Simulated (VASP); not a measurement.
# PtSe2 (P-3m1) in VASP: a series of runs

The runs below take PtSe2 through single point, relaxation of cell and atoms, with PBEsol.

All numbers are computed with VASP 6.6.1; they aren't measurements. Logs are shortened: lines on timing, memory, paths and dates and some standing lists are left out, and cuts for length are marked.

## 1. The cell of the first run

It takes space group P-3m1 (No. 164, trigonal). Conventional cell: a = 3.624 Å, b = 3.624 Å, c = 4.181 Å, α = 90.00°, β = 90.00°, γ = 120.00°. Pt (site symmetry -3m) has 6 Se at 2.43 Å within 3.2 Å. Within 3.3 Å of Se (site symmetry 3m) lie 3 Pt at 2.43 Å and 6 Se at 2.71 to 3.22 Å.

## 2. Single point, PBEsol

INCAR reads:

```
PREC = Accurate
ENCUT = 520
EDIFF = 1E-6
ISMEAR = -1
SIGMA = 0.15
LREAL = F
LASPH = T
NELM = 100
ALGO = Normal
ISIF = 2
LWAVE = F
LCHARG = T
GGA = PS
LELF = T
LVHAR = T
NBANDS = 18
```

KPOINTS reads:

```
regular mesh
0
Gamma
  12 12 8
```

POSCAR reads:

```
PtSe2
1.0
    3.6239728853      0.0000000000      0.0000000000
   -1.8119864426      3.1384525813      0.0000000000
    0.0000000000      0.0000000000      4.1811264961
Pt Se
1 2
Direct
    0.0000000000      0.0000000000      0.0000000000
    0.3333333333      0.6666666667      0.2933516173
    0.6666666667      0.3333333333      0.7066483827
```

Potentials or basis: VASP PAW PBE potentials, release 64 (Pt, Se).

Run with:

```console
$ cat potpaw_PBE.64/Pt/POTCAR potpaw_PBE.64/Se/POTCAR > POTCAR
$ mpirun -np 1 vasp_std > vasp.out
```

OUTCAR:

```text
PREC = Accurate
   ENCUT = 520
   EDIFF = 1E-6
   ISMEAR = -1
   LREAL = F
   LASPH = T
   NELM = 100
   ISIF = 2
   GGA = PS

 ion  position               nearest neighbor table
   1  0.000  0.000  0.000-   2 2.43   3 2.43   2 2.43   3 2.43   3 2.43   2 2.43
   2  0.333  0.667  0.293-   1 2.43   1 2.43   1 2.43   3 2.71   3 2.71   3 2.71
   3  0.667  0.333  0.707-   1 2.43   1 2.43   1 2.43   2 2.71   2 2.71   2 2.71

  LATTYP: Found a hexagonal cell.
 ALAT       =     3.6239728853
 C/A-ratio  =     1.1537411091

  Lattice vectors:

 A1 = (   3.6239728853,   0.0000000000,   0.0000000000)
 A2 = (  -1.8119864426,   3.1384525813,   0.0000000000)
 A3 = (   0.0000000000,   0.0000000000,   4.1811264961)

Analysis of symmetry for initial positions (statically):
=====================================================================
 Subroutine PRICEL returns:
 Original cell was already a primitive cell.

 Routine SETGRP: Setting up the symmetry group for a
 hexagonal supercell.

 Subroutine GETGRP returns: Found 12 space group operations
 (whereof 12 operations were pure point group operations)
 out of a pool of 24 trial point group operations.

The static configuration has the point symmetry D_3d.

Analysis of symmetry for dynamics (positions and initial velocities):
=====================================================================
 Subroutine PRICEL returns:
 Original cell was already a primitive cell.

 Routine SETGRP: Setting up the symmetry group for a
 hexagonal supercell.

 Subroutine GETGRP returns: Found 12 space group operations
 (whereof 12 operations were pure point group operations)
 out of a pool of 24 trial point group operations.

The dynamic configuration has the point symmetry D_3d.

 Subroutine INISYM returns: Found 12 space group operations
 (whereof 12 operations are pure point group operations),
 and found     1 'primitive' translations

----------------------------------------------------------------------------------------

                                     Primitive cell

  volume of cell :      47.5547

  direct lattice vectors                    reciprocal lattice vectors
     3.623972885  0.000000000  0.000000000     0.275940254  0.159314180  0.000000000
    -1.811986443  3.138452581  0.000000000     0.000000000  0.318628360  0.000000000
     0.000000000  0.000000000  4.181126496     0.000000000  0.000000000  0.239169994

  length of vectors
     3.623972885  3.623972885  4.181126496     0.318628360  0.318628360  0.239169994

  position of ions in fractional coordinates (direct lattice)
     0.000000000  0.000000000  0.000000000
     0.333333333  0.666666667  0.293351617
     0.666666667  0.333333333  0.706648383

  ion indices of the primitive-cell ions
   primitive index   ion index
                 1           1
                 2           2
                 3           3

----------------------------------------------------------------------------------------

 KPOINTS: regular mesh

Automatic generation of k-mesh.
 Grid dimensions read from file:
 generate k-points for:   12   12    8

 Generating k-lattice:

  Cartesian coordinates                     Fractional coordinates (reciprocal lattice)
     0.022995021  0.013276182  0.000000000     0.083333333  0.000000000  0.000000000
     0.000000000  0.026552363  0.000000000     0.000000000  0.083333333  0.000000000
     0.000000000  0.000000000  0.029896249     0.000000000  0.000000000  0.125000000

  Length of vectors
     0.026552363  0.026552363  0.029896249

  Shift w.r.t. Gamma in fractional coordinates (k-lattice)
     0.000000000  0.000000000  0.000000000

 Subroutine IBZKPT returns following result:
 ===========================================

 Found    131 irreducible k-points:

 Following reciprocal coordinates:
            Coordinates               Weight
  0.000000  0.000000  0.000000      1.000000
  0.083333  0.000000  0.000000      6.000000
  0.166667 -0.000000  0.000000      6.000000
  0.250000 -0.000000  0.000000      6.000000
  0.333333 -0.000000  0.000000      6.000000
  0.416667 -0.000000  0.000000      6.000000
[... 16 lines left out ...]
  0.166667 -0.000000  0.125000      6.000000
  0.000000  0.166667  0.125000      6.000000
 [... further k-points ...]
   k-points           NKPTS =    131   k-points in BZ     NKDIM =    131   number of bands    NBANDS=     18
   number of dos      NEDOS =    301   number of ions     NIONS =      3
   total plane-waves  NPLWV =  25088
   dimension x,y,z NGX =    28 NGY =   28 NGZ =   32
   dimension x,y,z NGXF=    56 NGYF=   56 NGZF=   64
   ions per type =               1   2
   NGX,Y,Z   is equivalent  to a cutoff of  12.84, 12.84, 12.72 a.u.
   NGXF,Y,Z  is equivalent  to a cutoff of  25.69, 25.69, 25.45 a.u.
 SYSTEM =  unknown system
   PREC   = accura    normal or accurate (medium, high low for compatibility)
   ISTART =      0    job   : 0-new  1-cont  2-samecut
   ICHARG =      2    charge: 1-file 2-atom 10-const
   ISPIN  =      1    spin polarized calculation?
   LNONCOLLINEAR =      F non collinear calculations
   LSORBIT =      F    spin-orbit coupling
   LASPH  =      T    aspherical Exc in radial PAW
   ENCUT  =  520.0 eV  38.22 Ry    6.18 a.u.   6.74  6.74  7.77*2*pi/ulx,y,z
   NELM   =    100;   NELMIN=  2; NELMDL= -5     # of ELM steps
   EDIFF  = 0.1E-05   stopping-criterion for ELM
   LREAL  =      F    real-space projection
   EDIFFG = 0.1E-04   stopping-criterion for IOM
   NSW    =      0    number of steps for IOM
   IBRION =     -1    ionic relax: 0-MD 1-quasi-New 2-CG
   NFREE  =      0    steps in history (QN), initial steepest desc. (CG)
   ISIF   =      2    stress and relaxation
   ISYM   =      2    0-nonsym 1-usesym 2-fastsym
   POTIM  = 0.5000    time-step for ionic-motion
   TEBEG  =    0.0;   TEEND  =   0.0 temperature during run
   PSTRESS=    0.0 pullay stress
   NELECT =      22.0000    total number of electrons
   NUPDOWN=      -1.0000    fix difference up-down
   EMIN   =  10.00;   EMAX   =-10.00  energy-range for DOS
   EFERMI =   0.00;   METHOD = LEGACY
   ISMEAR =    -1;   SIGMA  =   0.15  broadening in eV -4-tet -1-fermi 0-gaus
   EFERMI_NEDOS =   21; number of points for ismear=-14 and -15
   IALGO  =     38    algorithm
   IMIX   =      4    mixing-type and parameters
     AMIX     =   0.40;   BMIX     =  1.00
     AMIX_MAG =   1.60;   BMIX_MAG =  1.00
  volume/ion in A,a.u.               =      15.85       106.97
  Fermi-wavevector in a.u.,A,eV,Ry     =   1.266148  2.392673 21.811916  1.603131
  Thomas-Fermi vector in A             =   2.399364
   LORBIT       =      0    0 simple, 1 ext, 2 COOP (PROOUT), +10 PAW based schemes
   GGA     = PS    functional components
   LHFCALC =     F    Hartree Fock is set to
   AEXX    =    0.0000 exact exchange contribution
   IVDW    =     0    specifies the selected vdW correction
   LEPSILON=     F    determine dielectric tensor
   LRPA    =     F    only Hartree local field effects (RPA)
 non-spin polarized calculation
  energy-cutoff  :      520.00
  volume of cell :       47.55
 maximum number of plane-waves:      1308
 NGX is ok and might be reduce to    28
   NGX = 13   NGY = 13   NGZ = 15

 number of electron      22.0000001 magnetization

 Free energy of the ion-electron system (eV)
  ---------------------------------------------------
  ext. energy  EPLUGINS =         0.00000000
  ---------------------------------------------------
  free energy    TOTEN  =       -15.09380651 eV

  energy without entropy =      -15.04968278  energy(sigma->0) =      -15.07174465

 E-fermi :   9.6772     XC(G=0): -12.1830

 val. band max:        9.6572626079   @ k =   0.0833   0.0833   0.3750
 cond. band min:       9.7138486333   @ k =   0.1667  -0.0000   0.5000
 fundamental gap:      0.0565860254
 Fermi energy:         9.6771794061

 k-point     1 :       0.0000    0.0000    0.0000
  band No.  band energies     occupation
      1      -7.9814      2.00000
      2      -2.5007      2.00000
      3       1.2094      2.00000
      4       2.2827      2.00000
      5       2.2827      2.00000
      6       5.3126      2.00000
[... 10 lines left out ...]
     17      16.8078      0.00000
     18      21.3509      0.00000

 k-point     2 :       0.0833    0.0000    0.0000
  band No.  band energies     occupation
      1      -7.8875      2.00000
      2      -2.6351      2.00000
      3       1.3199      2.00000
      4       2.3427      2.00000
      5       2.4517      2.00000
      6       5.1923      2.00000
[... 10 lines left out ...]
     17      17.0280      0.00000
     18      20.9458      0.00000

 k-point     3 :       0.1667   -0.0000    0.0000
  band No.  band energies     occupation
      1      -7.6113      2.00000
      2      -2.9798      2.00000
      3       1.6394      2.00000
      4       2.5158      2.00000
      5       2.8526      2.00000
      6       4.7383      2.00000
[... 10 lines left out ...]
     17      17.6306      0.00000
     18      19.6372      0.00000

 k-point     4 :       0.2500   -0.0000    0.0000
  band No.  band energies     occupation
      1      -7.1712      2.00000
      2      -3.4344      2.00000
      3       2.1397      2.00000
      4       2.7799      2.00000
      5       2.9611      2.00000
      6       4.2189      2.00000
[... 10 lines left out ...]
     17      18.1082      0.00000
     18      19.0269      0.00000

 k-point     5 :       0.3333   -0.0000    0.0000
  band No.  band energies     occupation
      1      -6.6030      2.00000
      2      -3.9414      2.00000
      3       2.1812      2.00000
      4       2.7728      2.00000
      5       3.0928      2.00000
      6       4.5420      2.00000
[... 10 lines left out ...]
     17      17.6760      0.00000
     18      18.6798      0.00000

 k-point     6 :       0.4167   -0.0000    0.0000
  band No.  band energies     occupation
      1      -5.9748      2.00000
      2      -4.4802      2.00000
      3       1.4682      2.00000
      4       3.3778      2.00000
      5       3.4141      2.00000
      6       4.4985      2.00000
[... 10 lines left out ...]
     17      17.2425      0.00000
     18      19.7242      0.00000

 k-point     7 :       0.5000   -0.0000    0.0000
  band No.  band energies     occupation
      1      -5.5487      2.00000
      2      -4.8641      2.00000
      3       1.2029      2.00000
      4       3.5044      2.00000
      5       3.7511      2.00000
      6       4.4337      2.00000
[... 10 lines left out ...]
     17      17.3601      0.00000
     18      20.9873      0.00000

 k-point     8 :       0.0833    0.0833    0.0000
  band No.  band energies     occupation
      1      -7.7024      2.00000
      2      -2.8720      2.00000
      3       1.5311      2.00000
      4       2.4607      2.00000
      5       2.7412      2.00000
      6       5.0125      2.00000
[... 10 lines left out ...]
     17      17.5110      0.00000
     18      19.6584      0.00000
[... 229 lines left out ...]
     17      17.4710      0.00000
     18      21.9296      0.00000

 k-point    20 :       0.0000    0.0000    0.1250
  band No.  band energies     occupation
      1      -7.8615      2.00000
      2      -2.9949      2.00000
      3       1.7346      2.00000
      4       2.3243      2.00000
      5       2.3243      2.00000
      6       5.2682      2.00000
[... 10 lines left out ...]
     17      16.8371      0.00000
     18      21.0210      0.00000

 k-point    21 :       0.0833    0.0000    0.1250
  band No.  band energies     occupation
      1      -7.7687      2.00000
      2      -3.0758      2.00000
      3       1.6347      2.00000
      4       2.4440      2.00000
      5       2.5877      2.00000
      6       5.1143      2.00000
[... 10 lines left out ...]
     17      17.0104      0.00000
     18      20.2022      0.00000

 k-point    22 :       0.0000    0.0833    0.1250
  band No.  band energies     occupation
      1      -7.7701      2.00000
      2      -3.0622      2.00000
      3       1.6116      2.00000
      4       2.3222      2.00000
      5       2.7075      2.00000
      6       5.0176      2.00000
[... 10 lines left out ...]
     17      17.4793      0.00000
     18      19.8310      0.00000

 k-point    23 :       0.1667   -0.0000    0.1250
  band No.  band energies     occupation
      1      -7.4933      2.00000
      2      -3.3246      2.00000
      3       1.6919      2.00000
      4       2.6812      2.00000
      5       3.1165      2.00000
      6       4.8096      2.00000
[... 10 lines left out ...]
     17      17.1433      0.00000
     18      18.6115      0.00000

 k-point    24 :       0.0000    0.1667    0.1250
  band No.  band energies     occupation
      1      -7.5046      2.00000
      2      -3.2367      2.00000
      3       1.5336      2.00000
      4       2.4218      2.00000
      5       3.3440      2.00000
      6       4.2290      2.00000
[... 10 lines left out ...]
     17      18.3742      0.00000
     18      19.1995      0.00000

 [... further k-points ...]
[... 5 lines left out ...]
  --------------------------------------------------------------------------------------
  -------------------------------------------------------------------------------------
  Total        9.0253541      9.0253541      8.9969192      0.0000000      0.0000000      0.0000000
  in kB      304.0752107    304.0752107    303.1172037      0.0000000      0.0000000      0.0000000
  external PRESSURE =     303.7558750 kB  Pullay stress =       0.0000000 kB

 VOLUME and BASIS-vectors are now :
 -----------------------------------------------------------------------------
  energy-cutoff  :      520.00
  volume of cell :       47.55
      direct lattice vectors                 reciprocal lattice vectors
     3.623972885  0.000000000  0.000000000     0.275940254  0.159314180  0.000000000
    -1.811986443  3.138452581  0.000000000     0.000000000  0.318628360  0.000000000
     0.000000000  0.000000000  4.181126496     0.000000000  0.000000000  0.239169994

 POSITION                                       TOTAL-FORCE (eV/Angst)
 -----------------------------------------------------------------------------------
      0.00000      0.00000      0.00000         0.000000      0.000000      0.000000
     -0.00000      2.09230      1.22654        -0.000000      0.000000      0.023517
      1.81199      1.04615      2.95459         0.000000      0.000000     -0.023517
 -----------------------------------------------------------------------------------
    total drift:                               -0.000000     -0.000000      0.000000

  FREE ENERGIE OF THE ION-ELECTRON SYSTEM (eV)
  ---------------------------------------------------
  free  energy   TOTEN  =       -15.0938065131 eV

  energy  without entropy=      -15.0496827774  energy(sigma->0) =      -15.07174465
```

Wall time 2.4 min (1 thread of Intel Xeon 8259CL, shared host); peak memory 0.25 GiB.

What came out:

| Item | Value |
| --- | --- |
| Free energy | -15.0938 eV |
| Pressure | 30.4 GPa |
| Largest force | 0.024 eV/Å |
| Band gap on the k mesh | zero (bands 11 and 12 overlap by 0.75 eV) |

Forces in eV/Å, atoms in the order of the input:
```
Pt   0.000  0.000  0.000
Se   0.000  0.000  0.024
Se   0.000  0.000 -0.024
```

Levels at points of the mesh, in eV from the Fermi level:
| k point | band 8 | band 9 | band 10 | band 11 | band 12 | band 13 | band 14 | band 15 |
| --- | --- | --- | --- | --- | --- | --- | --- | --- |
| (0.00, 0.00, 0.00) | -2.68 | -1.11 | -1.11 | 0.34 | 0.34 | 0.79 | 3.04 | 5.41 |
| (0.50, 0.00, 0.00) | -3.78 | -3.69 | -3.39 | -3.26 | 0.64 | 3.87 | 5.95 | 6.94 |
| (0.00, 0.00, 0.50) | -3.09 | -2.80 | -2.80 | -1.78 | 3.25 | 3.25 | 5.46 | 6.32 |
| (0.50, 0.00, 0.50) | -3.74 | -3.39 | -2.56 | -1.19 | -0.05 | 2.23 | 5.37 | 6.97 |

Caveat: the cell stands under pressure; the PAW data sets were made with another functional, which shifts forces and pressure a little; spin-orbit coupling is left out, which moves the levels of the heavy elements.

(Part 1 of 2 ends here.)
